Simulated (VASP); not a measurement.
Write the native input for VASP 6.6.1 that does the following.

| Property | Result |
| --- | --- |
| Task | electric field gradients |
| Functional | LDA |
| Potentials or basis | VASP PAW LDA potentials, release 64 (Mg, F) |
| Cutoff | 520 eV |
| k mesh | 5 × 5 × 7 |
| Occupations | fermi-dirac, width 0.02 eV |
| Spin | no spin polarisation |
| Dipole correction | no |
| Further INCAR settings | ALGO = Normal; EDIFF = 1e-08; NBANDS = 25 |

The structure of MgF2 lies in POSCAR:

```
MgF2
1.0
    4.5902836292      0.0000000000      0.0000000000
    0.0000000000      4.5902836292      0.0000000000
    0.0000000000      0.0000000000      2.9956584505
Mg F
2 4
Direct
    0.0000000000      0.0000000000      0.0000000000
    0.5000000000      0.5000000000      0.5000000000
    0.3028000000      0.3028000000      0.0000000000
    0.1972000000      0.8028000000      0.5000000000
    0.6972000000      0.6972000000      0.0000000000
    0.8028000000      0.1972000000      0.5000000000
```

This cell differs from its parent crystal: volume scaled by 0.98.

One way to write it, as run:

INCAR

```
  PREC = Accurate
  ENCUT = 520
  EDIFF = 1E-8
  ISMEAR = -1
  SIGMA = 0.02
  LREAL = False
  LASPH = True
  NELM = 120
  ALGO = Normal
  ISIF = 2
  LWAVE = False
  LCHARG = False
  GGA = CA
  LEFG = True
  NBANDS = 25
  GGA_COMPAT = False
```

KPOINTS

```
regular mesh
0
Gamma
  5 5 7
```

Potentials or basis: VASP PAW LDA potentials, release 64 (Mg, F).

Command:

```bash
$ cat potpaw_LDA.64/Mg/POTCAR potpaw_LDA.64/F/POTCAR > POTCAR
$ mpirun -np 1 vasp_std > vasp.out
```

Results of the run:

- Pressure: -2.7 GPa
- Largest force: 0.016 eV/Å
- Band gap on the k mesh: 7.01 eV, direct

Caveat: without QUAD_EFG the Cq values of the log hold for a quadrupole moment of 1 mb, not for the nuclei.

Run time: 16 s on 1 thread of AMD EPYC 9R45 96-Core Processor (Zen 5), with other jobs on the host, peak memory 0.14 GiB.
